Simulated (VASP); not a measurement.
Wanted: the native input for a VASP 6.6.1 run.

| Quantity | Value |
| --- | --- |
| Task | single point |
| Functional | PBE |
| Potentials or basis | VASP PAW PBE potentials, release 64 (Sn_d, O) |
| Cutoff | 520 eV |
| k mesh | 6 × 6 × 4 |
| Occupations | fermi-dirac, width 0.05 eV |
| Spin | no spin polarisation |
| Dipole correction | no |
| Further INCAR settings | ALGO = Normal; EDIFF = 1e-06; NBANDS = 28 |

The structure of SnO (Romarchite) lies in POSCAR:

```
SnO
1.0
    3.7342045089      0.0000000000      0.0000000000
    0.0000000000      3.7342045089      0.0000000000
    0.0000000000      0.0000000000      4.7587366889
Sn O
2 2
Direct
    0.5000000000      0.0000000000      0.2369000000
    0.0000000000      0.5000000000      0.7631000000
    0.0000000000      0.0000000000      0.0000000000
    0.5000000000      0.5000000000      0.0000000000
```

One way to write it, as run:

INCAR

```
ALGO     = Normal         # electronic algorithm
EDIFF    = 1E-6           # SCF threshold, eV
ENCUT    = 520            # plane-wave cutoff, eV
GGA      = PE             # functional
ISIF     = 2              # what is computed and relaxed
ISMEAR   = -1             # smearing method
LASPH    = True           # aspherical terms in the spheres
LCHARG   = False          # write CHGCAR
LREAL    = False          # projectors in reciprocal space
LWAVE    = False          # write WAVECAR
NBANDS   = 28             # bands
NELM     = 80             # most SCF steps
PREC     = Accurate       # precision mode
SIGMA    = 0.05           # smearing width, eV
```

KPOINTS

```
k-points
0
Gamma
  6 6 4
```

Potentials or basis: VASP PAW PBE potentials, release 64 (Sn_d, O).

The run is started by

```bash
$ cat potpaw_PBE.64/Sn_d/POTCAR potpaw_PBE.64/O/POTCAR > POTCAR
$ mpirun -np 1 vasp_std > vasp.out
```

Results of the run:

```json
{"Pressure": "11.0 GPa", "Largest force": "1.450 eV/Å", "Band gap on the k mesh": "zero (band 20 reaches 8.06 eV, above the bottom of band 21 at 7.94 eV)"}
```

Caveat: spin-orbit coupling is left out, which moves the levels of the heavy elements; forces of over 1 eV/Å act on the atoms, so gaps and moduli don't describe the material at rest.

Run time: 19 s on 1 thread of Intel(R) Xeon(R) 6975P-C (Granite Rapids), with other jobs on the host, peak memory 0.19 GiB.
